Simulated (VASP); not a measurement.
# HgTe in VASP: notebook

The runs below take HgTe through single point, relaxation of the atoms, with PBE.

All numbers are computed with VASP 6.6.1; they aren't measurements. Logs are shortened: lines on timing, memory, paths and dates and some standing lists are left out, and cuts for length are marked.

## 1. The cell of the first run

It takes space group I-4m2 (No. 119, tetragonal). The conventional cell has a = 4.559 Å, b = 4.559 Å, c = 6.383 Å, α = 90.00°, β = 90.00°, γ = 90.00°. Within 3.7 Å of Hg (site symmetry -4m2) lie 4 Te at 2.78 Å. Within 3.7 Å of Te (site symmetry -4m2) lie 4 Hg at 2.78 Å.

## 2. Single point, PBE (z stretched by -1 %, then relaxed in part)

Input file INCAR:

```
SYSTEM = HgTe
PREC = Accurate ; ENCUT = 520
EDIFF = 1E-6 ; ISMEAR = -1
SIGMA = 0.05 ; LREAL = .False.
LASPH = .True. ; NELM = 100
ALGO = Normal ; ISIF = 2
LWAVE = .False. ; LCHARG = .False.
GGA = PE ; NBANDS = 16
```

Input file KPOINTS:

```
Automatic mesh
0
Gamma
  13 13 13
  0 0 0
```

Input file POSCAR:

```
HgTe
1.0
    0.0000000000      3.2235000000      3.1912650000
    3.2235000000      0.0000000000      3.1912650000
    3.2235000000      3.2235000000      0.0000000000
Hg Te
1 1
Direct
    0.0000000000      0.0000000000      0.0000000000
    0.2500000000      0.2500000000      0.2500000000
```

Potentials or basis: VASP PAW PBE potentials, release 64 (Hg, Te).

On the command line:

```
> cat potpaw_PBE.64/Hg/POTCAR potpaw_PBE.64/Te/POTCAR > POTCAR
> mpirun -np 1 vasp_std > vasp.out
```

OUTCAR:

```text
SYSTEM = HgTe
   PREC = Accurate
   ENCUT = 520
   EDIFF = 1E-6
   ISMEAR = -1
   LREAL = .False.
   LASPH = .True.
   NELM = 100
   ISIF = 2
   GGA = PE

 ion  position               nearest neighbor table
   1  0.000  0.000  0.000-   2 2.78   2 2.78   2 2.78   2 2.78
   2  0.250  0.250  0.250-   1 2.78   1 2.78   1 2.78   1 2.78

  LATTYP: Found a body centered tetragonal cell.
 ALAT       =     4.5587174183
 C/A-ratio  =     1.4000714267

  Lattice vectors:

 A1 = (   0.0000000000,  -3.2235000000,  -3.1912650000)
 A2 = (   0.0000000000,   3.2235000000,  -3.1912650000)
 A3 = (   3.2235000000,   0.0000000000,   3.1912650000)

Analysis of symmetry for initial positions (statically):
=====================================================================
 Subroutine PRICEL returns:
 Original cell was already a primitive cell.

 Routine SETGRP: Setting up the symmetry group for a
 body centered tetragonal supercell.

 Subroutine GETGRP returns: Found  8 space group operations
 (whereof  8 operations were pure point group operations)
 out of a pool of 16 trial point group operations.

The static configuration has the point symmetry D_2d.

Analysis of symmetry for dynamics (positions and initial velocities):
=====================================================================
 Subroutine PRICEL returns:
 Original cell was already a primitive cell.

 Routine SETGRP: Setting up the symmetry group for a
 body centered tetragonal supercell.

 Subroutine GETGRP returns: Found  8 space group operations
 (whereof  8 operations were pure point group operations)
 out of a pool of 16 trial point group operations.

The dynamic configuration has the point symmetry D_2d.

 Subroutine INISYM returns: Found  8 space group operations
 (whereof  8 operations are pure point group operations),
 and found     1 'primitive' translations

----------------------------------------------------------------------------------------

                                     Primitive cell

  volume of cell :      66.3206

  direct lattice vectors                    reciprocal lattice vectors
     0.000000000  3.223500000  3.191265000    -0.155110904  0.155110904  0.156677681
     3.223500000  0.000000000  3.191265000     0.155110904 -0.155110904  0.156677681
     3.223500000  3.223500000  0.000000000     0.155110904  0.155110904 -0.156677681

  length of vectors
     4.535981101  4.535981101  4.558717418     0.269567582  0.269567582  0.269567582

  position of ions in fractional coordinates (direct lattice)
[... 79 lines left out ...]
   EDIFF  = 0.1E-05   stopping-criterion for ELM
   LREAL  =      F    real-space projection
   EDIFFG = 0.1E-04   stopping-criterion for IOM
   NSW    =      0    number of steps for IOM
   IBRION =     -1    ionic relax: 0-MD 1-quasi-New 2-CG
   NFREE  =      0    steps in history (QN), initial steepest desc. (CG)
   ISIF   =      2    stress and relaxation
   ISYM   =      2    0-nonsym 1-usesym 2-fastsym
   POTIM  = 0.5000    time-step for ionic-motion
   TEBEG  =    0.0;   TEEND  =   0.0 temperature during run
   PSTRESS=    0.0 pullay stress
   NELECT =      18.0000    total number of electrons
   NUPDOWN=      -1.0000    fix difference up-down
   EMIN   =  10.00;   EMAX   =-10.00  energy-range for DOS
   EFERMI =   0.00;   METHOD = LEGACY
   ISMEAR =    -1;   SIGMA  =   0.05  broadening in eV -4-tet -1-fermi 0-gaus
   EFERMI_NEDOS =   21; number of points for ismear=-14 and -15
   IALGO  =     38    algorithm
   IMIX   =      4    mixing-type and parameters
     AMIX     =   0.40;   BMIX     =  1.00
     AMIX_MAG =   1.60;   BMIX_MAG =  1.00
  volume/ion in A,a.u.               =      33.16       223.78
  Fermi-wavevector in a.u.,A,eV,Ry     =   1.059944  2.003004 15.285891  1.123481
  Thomas-Fermi vector in A             =   2.195307
   LORBIT       =      0    0 simple, 1 ext, 2 COOP (PROOUT), +10 PAW based schemes
   GGA     = PE    functional components
   LHFCALC =     F    Hartree Fock is set to
   AEXX    =    0.0000 exact exchange contribution
   IVDW    =     0    specifies the selected vdW correction
   LEPSILON=     F    determine dielectric tensor
   LRPA    =     F    only Hartree local field effects (RPA)
 non-spin polarized calculation
  energy-cutoff  :      520.00
  volume of cell :       66.32
 maximum number of plane-waves:      1812
 NGX is ok and might be reduce to    36
   NGX = 17   NGY = 17   NGZ = 17

 number of electron      17.9999999 magnetization

 Free energy of the ion-electron system (eV)
  ---------------------------------------------------
  ext. energy  EPLUGINS =         0.00000000
  ---------------------------------------------------
  free energy    TOTEN  =        -3.55387493 eV

  energy without entropy =       -3.55366660  energy(sigma->0) =       -3.55377077

 E-fermi :   3.3978     XC(G=0):  -8.8263

 val. band max:        3.3130268952   @ k =   0.0000   0.0000   0.0000
 cond. band min:       3.7119367622   @ k =   0.0769   0.0000   0.0000
 fundamental gap:      0.3989098669
 Fermi energy:         3.3977732148

 k-point     1 :       0.0000    0.0000    0.0000
  band No.  band energies     occupation
      1      -8.8288      2.00000
      2      -4.1718      2.00000
      3      -4.1718      2.00000
      4      -4.1694      2.00000
      5      -3.6226      2.00000
      6      -3.6153      2.00000
[... 433 lines left out ...]
      3      -3.9982      2.00000
      4      -3.7043      2.00000
      5      -3.5893      2.00000
      6      -3.4407      2.00000
[... 8 lines left out ...]
     15      12.8696      0.00000
     16      13.5967      0.00000

 [... further k-points ...]

------------------------ aborting loop because EDIFF is reached ----------------------------------------

  FORCE on cell =-STRESS in cart. coord.  units (eV):
  Direction    XX          YY          ZZ          XY          YZ          ZX
  --------------------------------------------------------------------------------------
  -------------------------------------------------------------------------------------
  Total        1.9272667      1.9272667      1.9741149      0.0000000      0.0000000     -0.0000000
  in kB       46.5590593     46.5590593     47.6908198      0.0000000      0.0000000     -0.0000000
  external PRESSURE =      46.9363128 kB  Pullay stress =       0.0000000 kB

 VOLUME and BASIS-vectors are now :
 -----------------------------------------------------------------------------
  energy-cutoff  :      520.00
  volume of cell :       66.32
      direct lattice vectors                 reciprocal lattice vectors
     0.000000000  3.223500000  3.191265000    -0.155110904  0.155110904  0.156677681
     3.223500000  0.000000000  3.191265000     0.155110904 -0.155110904  0.156677681
     3.223500000  3.223500000  0.000000000     0.155110904  0.155110904 -0.156677681

 POSITION                                       TOTAL-FORCE (eV/Angst)
 -----------------------------------------------------------------------------------
      0.00000      0.00000      0.00000        -0.000000     -0.000000     -0.000000
      1.61175      1.61175      1.59563         0.000000      0.000000      0.000000
 -----------------------------------------------------------------------------------
    total drift:                               -0.000000     -0.000000      0.000000

  FREE ENERGIE OF THE ION-ELECTRON SYSTEM (eV)
  ---------------------------------------------------
  free  energy   TOTEN  =        -3.5538749291 eV

  energy  without entropy=       -3.5536666012  energy(sigma->0) =       -3.55377077
```

OSZICAR:

```text
N       E                     dE             d eps       ncg     rms          rms(c)
DAV:   1     0.105402194540E+03    0.10540E+03   -0.80688E+03  6288   0.977E+02
DAV:   2    -0.160799174324E+00   -0.10556E+03   -0.98826E+02  7384   0.229E+02
DAV:   3    -0.373586989816E+01   -0.35751E+01   -0.35679E+01  7680   0.435E+01
DAV:   4    -0.376888311773E+01   -0.33013E-01   -0.33012E-01  9480   0.382E+00
DAV:   5    -0.376898735763E+01   -0.10424E-03   -0.10424E-03  8168   0.186E-01    0.799E+00
DAV:   6    -0.356269629226E+01    0.20629E+00   -0.40228E-01  7440   0.868E+00    0.628E+00
DAV:   7    -0.355469664888E+01    0.79996E-02   -0.10306E-01  7264   0.222E+00    0.223E+00
DAV:   8    -0.355382032931E+01    0.87632E-03   -0.11418E-02  7136   0.124E+00    0.562E-01
DAV:   9    -0.355383305394E+01   -0.12725E-04   -0.74046E-04  8280   0.316E-01    0.137E-01
DAV:  10    -0.355386186751E+01   -0.28814E-04   -0.85774E-05  8040   0.814E-02    0.509E-02
DAV:  11    -0.355387745532E+01   -0.15588E-04   -0.38345E-05  7696   0.490E-02    0.431E-02
DAV:  12    -0.355387514623E+01    0.23091E-05   -0.46499E-06  7160   0.203E-02    0.210E-02
DAV:  13    -0.355387492911E+01    0.21711E-06   -0.71097E-07  5536   0.441E-03
   1 F= -.35538749E+01 E0= -.35537708E+01  d E =-.208328E-03
```

stdout:

```text
POSCAR found type information on POSCAR HgTe
 POSCAR found :  2 types and       2 ions
 scaLAPACK will be used
 LDA part: xc-table for (Slater+PW92), standard interpolation
 POSCAR, INCAR and KPOINTS ok, starting setup
 FFT: planning ... GRIDC
 FFT: planning ... GRID_SOFT
 FFT: planning ... GRID
 WAVECAR not read
 entering main loop
```

It took 4.6 min on 1 thread of Intel Xeon 8259CL, shared host; peak memory 0.37 GiB.

Results:

```yaml
Free_energy: -3.5539 eV
Pressure: 4.7 GPa
```

Levels at points of the mesh, in eV from the Fermi level:
```tsv
k point	band 5	band 6	band 7	band 8	band 9	band 10	band 11	band 12	band 13	band 14
(0.00, 0.00, 0.00)	-7.02	-7.01	-0.79	-0.12	-0.12	-0.08	4.09	4.09	4.09	6.37
```

Caveat: the cell differs from its parent crystal (z stretched by -1 %, then relaxed in part); the cell stands under pressure; spin-orbit coupling is left out, which moves the levels of the heavy elements.

## 3. Relaxation of the atoms, PBE (32.16 Å³/atom)

This run uses another cell than the first one, of 32.16 Å³/atom.

Input file INCAR:

```
  PREC = Accurate
  ENCUT = 520
  EDIFF = 1E-6
  ISMEAR = -1
  SIGMA = 0.05
  LREAL = F
  LASPH = T
  NELM = 80
  ALGO = Normal
  ISIF = 2
  LWAVE = F
  LCHARG = F
  GGA = PE
  IBRION = 2
  NSW = 80
  EDIFFG = -0.02
```

Input file KPOINTS:

```
regular mesh
0
Gamma
  13 13 13
```

Input file POSCAR:

```
HgTe
1.0
    0.0000000000      3.1799338486      3.1799338486
    3.1799338486      0.0000000000      3.1799338486
    3.1799338486      3.1799338486      0.0000000000
Hg Te
1 1
Direct
    0.0000000000      0.0000000000      0.0000000000
    0.2500000000      0.2500000000      0.2500000000
```

Potentials or basis: VASP PAW PBE potentials, release 64 (Hg, Te).

On the command line:

```
> cat potpaw_PBE.64/Hg/POTCAR potpaw_PBE.64/Te/POTCAR > POTCAR
> mpirun -np 1 vasp_std > vasp.out
```

Run time: 57 s. Hardware: 1 thread of Intel Xeon Platinum 8259CL at 2.50GHz (Skylake/Cascade Lake), shared host; peak memory 0.25 GiB.

It converged, with:

```yaml
Free_energy: -3.4831 eV
Pressure_after_relaxing: 6.6 GPa
Band_gap_on_the_k_mesh: zero (filled and empty bands touch)
```

Final structure:
```xyz
2
Lattice="0.0000 3.1799 3.1799 3.1799 0.0000 3.1799 3.1799 3.1799 0.0000" Properties=species:S:1:pos:R:3 pbc="T T T"
Hg    0.0000    0.0000    0.0000
Te    1.5900    1.5900    1.5900
```

Levels at points of the mesh, in eV from the Fermi level:
```csv
k point,band 6,band 7,band 8,band 9,band 10,band 11,band 12,band 13
"(0.00, 0.00, 0.00)",-7.17,-0.71,-0.10,-0.10,-0.10,4.03,4.03,4.03
```

Caveat: the relaxation stopped at its first step, so nothing moved; semilocal functionals underestimate gaps, so a narrow gap can read as zero; spin-orbit coupling is left out, which moves the levels of the heavy elements.
